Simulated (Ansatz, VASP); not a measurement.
# InSb5: VASP beside Ansatz

```
In Sb
1.0
     3.37698    0.00000    0.00000
     0.00000    3.37698    0.00000
     0.00000    0.00000   14.50345
In Sb
1 5
Direct
  0.50000 0.50000 0.00000
  0.50000 0.50000 0.33643
  0.50000 0.50000 0.66357
  0.00000 0.00000 0.17302
  0.00000 0.00000 0.82698
  0.00000 0.00000 0.50000
```

Change from the starting cell: species swapped into the Hf5Pb type (P4/mmm, No. 123).

Alike in both runs: functional PBE; k mesh 6 × 6 × 2; occupations gaussian, width 0.1 eV; no spin polarisation.

Ansatz relaxed the structure, and its values are those at the end. VASP's run is a single point on that final structure, the one shown.

|  | VASP | Ansatz |
| --- | --- | --- |
| version | VASP 6.6.1 | Ansatz 0.2.0 |
| potentials or method | VASP PAW PBE potentials, release 64 (In_d, Sb), cutoff 520 eV | scalar-relativistic, plane waves, PAW |
| valence electrons in the cell | 38 | 88 |

Ansatz gave:

- gap on the k mesh at the Fermi level (eV): none
- pressure (GPa): -0.1
- rms of the force components (eV/Å): 0.007

**Question.** Which values does VASP return?

**Answer.** gap on the k mesh at the Fermi level (eV): none; pressure (GPa): -0.2; rms of the force components (eV/Å): 0.010.

A gap of «none» marks a metal or a gap that the smearing closes. With one functional, cell and mesh, what is left measures potentials, basis and numerics. VASP's potentials hold 38 valence electrons a cell and Ansatz's 88, so a difference there can come from the potentials and not from the codes.

Spin-orbit coupling is off throughout.
